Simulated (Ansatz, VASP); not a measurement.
**Two plane-wave programs on MgCd2S3**

File INCAR:

```
SYSTEM = MgCd2S3
PREC     = Accurate       ! precision mode
ENCUT    = 520            ! plane-wave cutoff, eV
EDIFF    = 1E-6           ! SCF threshold, eV
ISMEAR   = 0              ! smearing method
SIGMA    = 0.1            ! smearing width, eV
LREAL    = .False.        ! projectors in reciprocal space
LASPH    = .True.         ! aspherical terms in the spheres
NELM     = 80             ! most SCF steps
ALGO     = Normal         ! electronic algorithm
ISIF     = 2              ! what is computed and relaxed
LWAVE    = .False.        ! write WAVECAR
LCHARG   = .True.         ! write CHGCAR
GGA      = PE             ! functional
LELF     = .True.         ! ELF
LVHAR    = .True.       
NBANDS   = 31             ! bands
```

Contents of KPOINTS:

```
Automatic mesh
0
Gamma
  6 6 2
  0 0 0
```

File POSCAR:

```
MgCd2S3
1.0
    4.1392129000      0.0000000000      0.0000000000
   -2.0696064000      3.5846635000      0.0000000000
    0.0000000000      0.0000000000     10.1206946000
Mg Cd S
1 2 3
Direct
    0.0000000000      0.0000000000      0.3312600000
    0.3333333000      0.6666667000      0.0052680000
    0.6666667000      0.3333333000      0.6633330000
    0.6666667000      0.3333333000      0.9164090000
    0.0000000000      0.0000000000      0.5747790000
    0.3333333000      0.6666667000      0.2589510000
```

Input for Ansatz:

```yaml
crystal:
  lattice:
    - [4.1392129, 0.0, 0.0]
    - [-2.0696064, 3.5846635, 0.0]
    - [0.0, 0.0, 10.1206946]
  atoms:
    - { symbol: Mg, position: [0.0, 0.0, 0.33126] }
    - { symbol: Cd, position: [0.3333333, 0.6666667, 0.005268] }
    - { symbol: Cd, position: [0.6666667, 0.3333333, 0.663333] }
    - { symbol: S, position: [0.6666667, 0.3333333, 0.916409] }
    - { symbol: S, position: [0.0, 0.0, 0.574779] }
    - { symbol: S, position: [0.3333333, 0.6666667, 0.258951] }
basis:
  ecutwfc: 420
kpoints:
  mp_grid: { grid: [6, 6, 2] }
hamiltonian:
  xc: pbe
scf:
  occupations: { method: gaussian, width: 0.1 }
  lower_state_search: "off"
output:
  forces: true
  stress: true
  eigenvalues: true
```

Alike in both runs: task single point; functional PBE; k mesh 6 × 6 × 2; occupations gaussian, width 0.1 eV; no spin polarisation.

|  | VASP | Ansatz |
| --- | --- | --- |
| version | VASP 6.6.1 | Ansatz 0.2.0 |
| potentials or method | VASP PAW PBE potentials, release 64 (Mg, Cd, S), cutoff 520 eV | scalar-relativistic, plane waves, PAW |
| valence electrons in the cell | 44 | 68 |

Ansatz gave:

| Quantity | Value |
| --- | --- |
| gap on the k mesh at the Fermi level (eV) | 1.53 |
| least direct gap on the mesh (eV) | 1.53 |
| pressure (GPa) | 0.0 |
| rms of the force components (eV/Å) | 0.002 |

Q: What did VASP give for the same quantities?

A: gap on the k mesh at the Fermi level (eV): 1.53; least direct gap on the mesh (eV): 1.53; pressure (GPa): 0.2; rms of the force components (eV/Å): 0.012.

Atom by atom the forces differ by 0.013 eV/Å (rms over components). The functional is the same, so the differences come from potentials, cutoffs and numerics. VASP's potentials hold 44 valence electrons a cell and Ansatz's 68, so a difference there can come from the potentials and not from the codes.
